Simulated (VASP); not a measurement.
Wanted: the native input for a VASP 6.6.1 run.

| Property | Result |
| --- | --- |
| Task | single point |
| Functional | PBE |
| Dispersion | D3(BJ) |
| Potentials or basis | VASP PAW PBE potentials, release 64 (Zr_sv, N) |
| Cutoff | 520 eV |
| k mesh | 3 × 3 × 1 |
| Occupations | gaussian, width 0.1 eV |
| Spin | no spin polarisation |
| Dipole correction | yes |
| Further INCAR settings | ALGO = Normal; EDIFF = 1e-06; NBANDS = 120; NELMDL = -8 |

The structure of ZrN lies in POSCAR:

```
ZrN
1.0
    6.4475937667      0.0000000000      0.0000000000
    0.0000000000      6.4475937667      0.0000000000
    0.0000000000      0.0000000000     22.5591372748
Zr N
12 12
Direct
    0.2500000000      0.2500000000      0.3546234903
    0.2500000000      0.7500000000      0.3546234903
    0.7500000000      0.2500000000      0.3546234903
    0.7500000000      0.7500000000      0.3546234903
    0.5011728433      0.4988312768      0.4542845105
    0.5011724626      0.0011905575      0.4542841198
   -0.0011873470      0.4988319575      0.4542849985
   -0.0011912483      0.0011948872      0.4542828718
    0.7499965025      0.7500074540      0.5494177973
    0.7499860275      0.2499986898      0.5527512160
    0.2500018148      0.7499940786      0.5494325125
    0.2499812889      0.2499969858      0.5494183834
    0.5000000000      0.5000000000      0.3546234903
    0.5000000000      0.0000000000      0.3546234903
    0.0000000000      0.5000000000      0.3546234903
    0.0000000000      0.0000000000      0.3546234903
    0.7499937042      0.7500118875      0.4525510672
    0.7499895346      0.2500120822      0.4501502490
    0.2499992208      0.7500032765      0.4519678097
    0.2499960902      0.2500130443      0.4525510826
    0.0019768257     -0.0019968527      0.5576942191
    0.0019779850      0.5019983556      0.5576927169
    0.4980013075     -0.0019772688      0.5576917708
    0.4979946005      0.5019864533      0.5576873642
```

These files were run (other wordings do the same):

INCAR

```
SYSTEM = ZrN
ALGO     = Normal         ! electronic algorithm
DIPOL    = 0.5 0.5 0.454
EDIFF    = 1E-6           ! SCF threshold, eV
ENCUT    = 520            ! plane-wave cutoff, eV
GGA      = PE             ! functional
GGA_COMPAT= .False.      
IDIPOL   = 3            
ISIF     = 2              ! what is computed and relaxed
ISMEAR   = 0              ! smearing method
IVDW     = 12             ! dispersion correction
LASPH    = .True.         ! aspherical terms in the spheres
LCHARG   = .False.        ! write CHGCAR
LDIPOL   = .True.       
LREAL    = .False.        ! projectors in reciprocal space
LWAVE    = .False.        ! write WAVECAR
NBANDS   = 120            ! bands
NELM     = 120            ! most SCF steps
NELMDL   = -8           
PREC     = Accurate       ! precision mode
SIGMA    = 0.1            ! smearing width, eV
```

KPOINTS

```
k-points
0
Gamma
  3 3 1
  0 0 0
```

Potentials or basis: VASP PAW PBE potentials, release 64 (Zr_sv, N).

Run with:

```sh
$ cat potpaw_PBE.64/Zr_sv/POTCAR potpaw_PBE.64/N/POTCAR > POTCAR
$ mpirun -np 1 vasp_std > vasp.out
```

It gave:

- Largest force: 1.255 eV/Å
- Band gap on the k mesh: 0.11 eV
- Dispersion energy per atom: -0.289 eV

Caveat: semilocal functionals underestimate gaps, and a narrow one can read as zero.

Run time: 22 min on 1 thread of Intel(R) Xeon(R) 6975P-C (Granite Rapids) (shared host), peak memory 0.97 GiB.
